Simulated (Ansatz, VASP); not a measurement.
Two plane-wave programs on SrCuB5

```
Sr Cu B
1.0
     4.15940    0.00000    0.00000
    -2.07970    3.60215    0.00000
     0.00000    0.00000    4.65045
Sr Cu B
1 1 5
Direct
  0.66667 0.33333 0.70581
  0.00000 0.00000 0.43886
  0.69871 0.98581 0.10935
  0.01419 0.71290 0.10935
  0.28710 0.30129 0.10935
  0.33333 0.66667 0.47386
  0.66667 0.33333 0.28032
```

Alike in both runs: task relaxation of cell and atoms; functional PBE; k mesh 6 × 6 × 4; occupations gaussian, width 0.1 eV; no spin polarisation.

|  | VASP | Ansatz |
| --- | --- | --- |
| version | VASP 6.6.1 | Ansatz 0.2.0 |
| potentials or method | VASP PAW PBE potentials, release 64 (Sr_sv, Cu, B), cutoff 600 eV | scalar-relativistic, plane waves, PAW |
| valence electrons in the cell | 36 | 44 |

```tsv
	VASP	Ansatz	Ansatz less VASP
gap on the k mesh at the Fermi level, each at its own relaxed structure (eV)	none	none	-
relaxed volume (Å³/atom)	12.27	14.59	+2.324
relaxed cell length with the largest relative difference (Å)	3.666	4.540	+0.8741
```

A gap of «none» marks a metal or a gap that the smearing closes. One of these differences is far larger than is usual between the two programs; its cause wasn't traced. VASP's potentials hold 36 valence electrons a cell and Ansatz's 44, so a difference there can come from the potentials and not from the codes.

Noted on VASP's run: the volume moved by over 15 % at a fixed basis, so the end points are rough.
